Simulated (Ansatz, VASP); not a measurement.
## Y in VASP and in Ansatz

The input INCAR:

```
ALGO = Normal
EDIFF = 1E-6
ENCUT = 500
GGA = PE
GGA_COMPAT = F
ISIF = 2
ISMEAR = 0
LASPH = T
LCHARG = F
LREAL = F
LWAVE = F
NBANDS = 12
NELM = 120
PREC = Accurate
SIGMA = 0.05
```

Contents of KPOINTS:

```
k-points
0
Gamma
  6 6 6
```

Contents of POSCAR:

```
Y
1.0
    0.0000000000      2.5429267485      2.5429267485
    2.5429267485      0.0000000000      2.5429267485
    2.5429267485      2.5429267485      0.0000000000
Y
1
Direct
    0.0000000000      0.0000000000      0.0000000000
```

Input for Ansatz:

```yaml
crystal:
  lattice:
    - [0.0, 2.5429267485, 2.5429267485]
    - [2.5429267485, 0.0, 2.5429267485]
    - [2.5429267485, 2.5429267485, 0.0]
  atoms:
    - { symbol: "Y", position: [0.0, 0.0, 0.0] }
basis:
  ecutwfc: 600
  ecutrho_ratio: 5
kpoints:
  mp_grid: { grid: [6, 6, 6] }
hamiltonian:
  xc: pbe
scf:
  occupations: { method: gaussian, width: 0.05 }
output:
  forces: true
  stress: true
  eigenvalues: true
```

Alike in both runs: task single point; functional PBE; k mesh 6 × 6 × 6; occupations gaussian, width 0.05 eV; no spin polarisation.

|  | VASP | Ansatz |
| --- | --- | --- |
| version | VASP 6.6.1 | Ansatz 0.2.0 |
| potentials or method | VASP PAW PBE potentials, release 64 (Y_sv), cutoff 500 eV | scalar-relativistic, plane waves, PAW |
| valence electrons in the cell | 11 | 11 |

Ansatz gave:

```
gap on the k mesh at the Fermi level (eV) : none
pressure (GPa)                            : -0.7
```

Question: Which values does VASP return?

Answer: gap on the k mesh at the Fermi level (eV): none; pressure (GPa): -0.8.

A gap of «none» marks a metal or a gap that the smearing closes. The functional is the same, so the differences come from potentials, cutoffs and numerics.
